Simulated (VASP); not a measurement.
# AlN (P6_3mc) in VASP: single point with PBE+D3(BJ)

Aim: the single point of AlN with PBE+D3(BJ).

All numbers are computed with VASP 6.6.1; they aren't measurements. Logs are shortened: lines on timing, memory, paths and dates and some standing lists are left out, and cuts for length are marked.

## (1) The cell of the first run

It takes space group P6_3mc (No. 186, hexagonal). The conventional cell has a = 3.129 Å, b = 3.129 Å, c = 5.017 Å, α = 90.00°, β = 90.00°, γ = 120.00°. Al (site symmetry 3m) has 4 N at 1.90 to 1.91 Å within 2.5 Å. Within 2.5 Å of N (site symmetry 3m) lie 4 Al at 1.90 to 1.91 Å.

## (2) Single point, PBE+D3(BJ)

Input file INCAR:

```
SYSTEM = AlN
PREC = Accurate ; ENCUT = 600
EDIFF = 1E-6 ; ISMEAR = 0
SIGMA = 0.1 ; LREAL = .False.
LASPH = .True. ; NELM = 120
ALGO = Normal ; ISIF = 2
LWAVE = .False. ; LCHARG = .True.
GGA = PE ; IVDW = 12
LELF = .True. ; LVHAR = .True.
NBANDS = 16 ; GGA_COMPAT = .False.
```

Input file KPOINTS:

```
regular mesh
0
Gamma
  6 6 4
  0 0 0
```

Input file POSCAR:

```
AlN
1.0
    3.1285882000      0.0000000000      0.0000000000
   -1.5642941000      2.7094368900      0.0000000000
    0.0000000000      0.0000000000      5.0169549000
Al N
2 2
Direct
    0.6666666900      0.3333333400      0.4992870100
    0.3333333400      0.6666666900      0.9992870100
    0.6666666900      0.3333333400      0.8807129900
    0.3333333400      0.6666666900      0.3807129900
```

Potentials or basis: VASP PAW PBE potentials, release 64 (Al, N).

The run is started by

```sh
$ cat potpaw_PBE.64/Al/POTCAR potpaw_PBE.64/N/POTCAR > POTCAR
$ mpirun -np 1 vasp_std > vasp.out
```

OUTCAR:

```text
SYSTEM = AlN
   PREC = Accurate
   ENCUT = 600
   EDIFF = 1E-6
   ISMEAR = 0
   LREAL = .False.
   LASPH = .True.
   NELM = 120
   ISIF = 2
   GGA = PE
   IVDW = 12
 IVDW          = 12

 ion  position               nearest neighbor table
   1  0.667  0.333  0.499-   4 1.90   4 1.90   4 1.90   3 1.91   2 3.09   2 3.09   2 3.09   2 3.09
                             2 3.09   2 3.09
   2  0.333  0.667  0.999-   3 1.90   3 1.90   3 1.90   4 1.91   1 3.09   1 3.09   1 3.09   1 3.09
                             1 3.09   1 3.09
   3  0.667  0.333  0.881-   2 1.90   2 1.90   2 1.90   1 1.91
   4  0.333  0.667  0.381-   1 1.90   1 1.90   1 1.90   2 1.91

  LATTYP: Found a hexagonal cell.
 ALAT       =     3.1285882000
 C/A-ratio  =     1.6035842940

  Lattice vectors:

 A1 = (   3.1285882000,   0.0000000000,   0.0000000000)
 A2 = (  -1.5642941000,   2.7094368900,   0.0000000000)
 A3 = (   0.0000000000,   0.0000000000,   5.0169549000)

Analysis of symmetry for initial positions (statically):
=====================================================================
 Subroutine PRICEL returns:
 Original cell was already a primitive cell.

 Routine SETGRP: Setting up the symmetry group for a
 hexagonal supercell.

 Subroutine GETGRP returns: Found 12 space group operations
 (whereof  6 operations were pure point group operations)
 out of a pool of 24 trial point group operations.

The static configuration has the point symmetry C_3v.
 The point group associated with its full space group is C_6v.

Analysis of symmetry for dynamics (positions and initial velocities):
=====================================================================
 Subroutine PRICEL returns:
 Original cell was already a primitive cell.

 Routine SETGRP: Setting up the symmetry group for a
 hexagonal supercell.

 Subroutine GETGRP returns: Found 12 space group operations
 (whereof  6 operations were pure point group operations)
 out of a pool of 24 trial point group operations.

The dynamic configuration has the point symmetry C_3v.
 The point group associated with its full space group is C_6v.

 Subroutine INISYM returns: Found 12 space group operations
 (whereof  6 operations are pure point group operations),
 and found     1 'primitive' translations

----------------------------------------------------------------------------------------

                                     Primitive cell

  volume of cell :      42.5273

  direct lattice vectors                    reciprocal lattice vectors
     3.128588200  0.000000000  0.000000000     0.319632990  0.184540191  0.000000000
    -1.564294100  2.709436890  0.000000000     0.000000000  0.369080381  0.000000000
     0.000000000  0.000000000  5.016954900     0.000000000  0.000000000  0.199324096

  length of vectors
     3.128588200  3.128588227  5.016954900     0.369080384  0.369080381  0.199324096

  position of ions in fractional coordinates (direct lattice)
     0.666666690  0.333333340  0.499287010
     0.333333340  0.666666690  0.999287010
     0.666666690  0.333333340  0.880712990
     0.333333340  0.666666690  0.380712990

  ion indices of the primitive-cell ions
   primitive index   ion index
                 1           1
                 2           2
                 3           3
                 4           4

----------------------------------------------------------------------------------------

 KPOINTS: regular mesh

Automatic generation of k-mesh.
 Grid dimensions read from file:
 generate k-points for:    6    6    4

 Generating k-lattice:

  Cartesian coordinates                     Fractional coordinates (reciprocal lattice)
     0.053272165  0.030756698  0.000000000     0.166666667 -0.000000000  0.000000000
     0.000000000  0.061513397  0.000000000     0.000000000  0.166666667  0.000000000
     0.000000000  0.000000000  0.049831024     0.000000000  0.000000000  0.250000000

  Length of vectors
     0.061513397  0.061513397  0.049831024

  Shift w.r.t. Gamma in fractional coordinates (k-lattice)
     0.000000000  0.000000000  0.000000000

 Subroutine IBZKPT returns following result:
 ===========================================

 Found     21 irreducible k-points:

 Following reciprocal coordinates:
            Coordinates               Weight
  0.000000  0.000000  0.000000      1.000000
  0.166667  0.000000  0.000000      6.000000
  0.333333  0.000000  0.000000      6.000000
  0.500000  0.000000  0.000000      3.000000
  0.166667  0.166667  0.000000      6.000000
  0.333333  0.166667  0.000000     12.000000
[... 13 lines left out ...]
  0.333333  0.166667  0.500000     12.000000
  0.333333  0.333333  0.500000      2.000000
   k-points           NKPTS =     21   k-points in BZ     NKDIM =     21   number of bands    NBANDS=     16
   number of dos      NEDOS =    301   number of ions     NIONS =      4
   total plane-waves  NPLWV =  31360
   dimension x,y,z NGX =    28 NGY =   28 NGZ =   40
   dimension x,y,z NGXF=    56 NGYF=   56 NGZF=   80
   ions per type =               2   2
   NGX,Y,Z   is equivalent  to a cutoff of  14.88, 14.88, 13.25 a.u.
   NGXF,Y,Z  is equivalent  to a cutoff of  29.76, 29.76, 26.51 a.u.
 SYSTEM =  AlN
   PREC   = accura    normal or accurate (medium, high low for compatibility)
   ISTART =      0    job   : 0-new  1-cont  2-samecut
   ICHARG =      2    charge: 1-file 2-atom 10-const
   ISPIN  =      1    spin polarized calculation?
   LNONCOLLINEAR =      F non collinear calculations
   LSORBIT =      F    spin-orbit coupling
   LASPH  =      T    aspherical Exc in radial PAW
   ENCUT  =  600.0 eV  44.10 Ry    6.64 a.u.   6.25  6.25 10.02*2*pi/ulx,y,z
   NELM   =    120;   NELMIN=  2; NELMDL= -5     # of ELM steps
   EDIFF  = 0.1E-05   stopping-criterion for ELM
   LREAL  =      F    real-space projection
   EDIFFG = 0.1E-04   stopping-criterion for IOM
   NSW    =      0    number of steps for IOM
   IBRION =     -1    ionic relax: 0-MD 1-quasi-New 2-CG
   NFREE  =      0    steps in history (QN), initial steepest desc. (CG)
   ISIF   =      2    stress and relaxation
   ISYM   =      2    0-nonsym 1-usesym 2-fastsym
   POTIM  = 0.5000    time-step for ionic-motion
   TEBEG  =    0.0;   TEEND  =   0.0 temperature during run
   PSTRESS=    0.0 pullay stress
   NELECT =      16.0000    total number of electrons
   NUPDOWN=      -1.0000    fix difference up-down
   EMIN   =  10.00;   EMAX   =-10.00  energy-range for DOS
   EFERMI =   0.00;   METHOD = LEGACY
   ISMEAR =     0;   SIGMA  =   0.10  broadening in eV -4-tet -1-fermi 0-gaus
   EFERMI_NEDOS =   21; number of points for ismear=-14 and -15
   IALGO  =     38    algorithm
   IMIX   =      4    mixing-type and parameters
     AMIX     =   0.40;   BMIX     =  1.00
     AMIX_MAG =   1.60;   BMIX_MAG =  1.00
  volume/ion in A,a.u.               =      10.63        71.75
  Fermi-wavevector in a.u.,A,eV,Ry     =   1.181841  2.233355 19.003903  1.396747
  Thomas-Fermi vector in A             =   2.318106
   LORBIT       =      0    0 simple, 1 ext, 2 COOP (PROOUT), +10 PAW based schemes
   GGA     = PE    functional components
   LHFCALC =     F    Hartree Fock is set to
   AEXX    =    0.0000 exact exchange contribution
   IVDW    =    12    specifies the selected vdW correction
   LEPSILON=     F    determine dielectric tensor
   LRPA    =     F    only Hartree local field effects (RPA)
 non-spin polarized calculation
 Gauss-broadening in eV      SIGMA  =   0.10
  energy-cutoff  :      600.00
  volume of cell :       42.53
 maximum number of plane-waves:      1432
 NGX is ok and might be reduce to    28
   NGX = 13   NGY = 13   NGZ = 21

 number of electron      15.9999999 magnetization

 Free energy of the ion-electron system (eV)
  ---------------------------------------------------
  ext. energy  EPLUGINS =         0.00000000
  ---------------------------------------------------
  free energy    TOTEN  =       -29.78216834 eV

  energy without entropy =      -29.78216834  energy(sigma->0) =      -29.78216834

 E-fermi :   6.3763     XC(G=0): -10.8322

 val. band max:        5.9740039858   @ k =   0.0000   0.0000   0.0000
 cond. band min:      10.0304871387   @ k =   0.0000   0.0000   0.0000
 fundamental gap:      4.0564831529
 Fermi energy:         6.3763473025

 k-point     1 :       0.0000    0.0000    0.0000
  band No.  band energies     occupation
      1      -9.0989      2.00000
      2      -7.0136      2.00000
      3       0.0635      2.00000
      4       5.1327      2.00000
      5       5.1327      2.00000
      6       5.7749      2.00000
[... 8 lines left out ...]
     15      18.9559      0.00000
     16      18.9559      0.00000

 k-point     2 :       0.1667    0.0000    0.0000
  band No.  band energies     occupation
      1      -8.7593      2.00000
      2      -6.8299      2.00000
      3       0.4740      2.00000
      4       3.7276      2.00000
      5       4.4872      2.00000
      6       4.7474      2.00000
[... 8 lines left out ...]
     15      18.2126      0.00000
     16      18.6692      0.00000

 k-point     3 :       0.3333    0.0000    0.0000
  band No.  band energies     occupation
      1      -7.8848      2.00000
      2      -6.5037      2.00000
      3       1.5177      2.00000
      4       1.6229      2.00000
      5       2.6833      2.00000
      6       4.1654      2.00000
[... 8 lines left out ...]
     15      17.8850      0.00000
     16      20.2074      0.00000

 k-point     4 :       0.5000    0.0000    0.0000
  band No.  band energies     occupation
      1      -7.1815      2.00000
      2      -6.5058      2.00000
      3       0.5965      2.00000
      4       1.8513      2.00000
      5       2.6783      2.00000
      6       3.9225      2.00000
[... 8 lines left out ...]
     15      18.6660      0.00000
     16      20.8871      0.00000
[... 267 lines left out ...]
 k-point    19 :       0.1667    0.1667    0.5000
  band No.  band energies     occupation
      1      -7.4438      2.00000
      2      -7.4438      2.00000
      3       1.8084      2.00000
      4       1.8084      2.00000
      5       4.1770      2.00000
      6       4.1770      2.00000
[... 8 lines left out ...]
     15      18.7730      0.00000
     16      18.7730      0.00000

 k-point    20 :       0.3333    0.1667    0.5000
  band No.  band energies     occupation
      1      -6.8385      2.00000
      2      -6.8385      2.00000
      3       0.8859      2.00000
      4       0.8859      2.00000
      5       3.3947      2.00000
      6       3.3947      2.00000
[... 8 lines left out ...]
     15      19.2778      0.00000
     16      19.2778      0.00000

 k-point    21 :       0.3333    0.3333    0.5000
  band No.  band energies     occupation
      1      -6.6203      2.00000
      2      -6.6203      2.00000
      3       1.1955      2.00000
      4       1.1955      2.00000
      5       2.1854      2.00000
      6       2.1854      2.00000
[... 8 lines left out ...]
     15      19.6983      0.00000
     16      19.6983      0.00000

------------------------ aborting loop because EDIFF is reached ----------------------------------------

 Edisp (eV)   -1.05442

 E8    (eV) :    -0.4118

  FORCE on cell =-STRESS in cart. coord.  units (eV):
  Direction    XX          YY          ZZ          XY          YZ          ZX
  --------------------------------------------------------------------------------------
  -------------------------------------------------------------------------------------
  Total      -1.12571    -1.12571    -1.12323     0.00000     0.00000    -0.00000
  in kB     -42.41012   -42.41012   -42.31679     0.00000     0.00000    -0.00000
  external pressure =      -42.38 kB  Pullay stress =        0.00 kB

 VOLUME and BASIS-vectors are now :
 -----------------------------------------------------------------------------
  energy-cutoff  :      600.00
  volume of cell :       42.53
      direct lattice vectors                 reciprocal lattice vectors
     3.128588200  0.000000000  0.000000000     0.319632990  0.184540191  0.000000000
    -1.564294100  2.709436890  0.000000000     0.000000000  0.369080381  0.000000000
     0.000000000  0.000000000  5.016954900     0.000000000  0.000000000  0.199324096

 POSITION                                       TOTAL-FORCE (eV/Angst)
 -----------------------------------------------------------------------------------
      1.56429      0.90315      2.50490        -0.000000     -0.000000     -0.003585
     -0.00000      1.80629      5.01338         0.000000     -0.000000     -0.003585
      1.56429      0.90315      4.41850        -0.000000      0.000000      0.003585
     -0.00000      1.80629      1.91002         0.000000     -0.000000      0.003585
 -----------------------------------------------------------------------------------
    total drift:                               -0.000040     -0.000013      0.000542

  FREE ENERGIE OF THE ION-ELECTRON SYSTEM (eV)
  ---------------------------------------------------
  free  energy   TOTEN  =       -30.8365892983 eV

  energy  without entropy=      -30.8365892982  energy(sigma->0) =      -30.83658930
```

It took 35 s on 1 thread of Intel Xeon 8259CL, shared host; peak memory 0.18 GiB.

Results:

```
Free energy                : -30.8366 eV
Pressure                   : -4.2 GPa
Largest force              : 0.004 eV/Å
Band gap on the k mesh     : 4.06 eV
Dispersion energy per atom : -0.264 eV
```

Forces in eV/Å, atoms in the order of the input:
```
Al   0.000  0.000 -0.004
Al   0.000  0.000 -0.004
N    0.000  0.000  0.004
N    0.000  0.000  0.004
```

Levels at points of the mesh, in eV from the valence-band top:
```tsv
k point	band 6	band 7	band 8	band 9	band 10	band 11
(0.00, 0.00, 0.00)	-0.20	-0.20	0.00	4.06	6.52	10.47
(0.50, 0.00, 0.00)	-2.05	-1.74	-0.68	5.76	5.77	8.04
(0.00, 0.00, 0.50)	-0.53	-0.53	-0.53	6.32	6.32	10.18
(0.50, 0.00, 0.50)	-1.44	-1.35	-1.35	5.25	5.25	9.15
```

Caveat: the cell stands under tension.
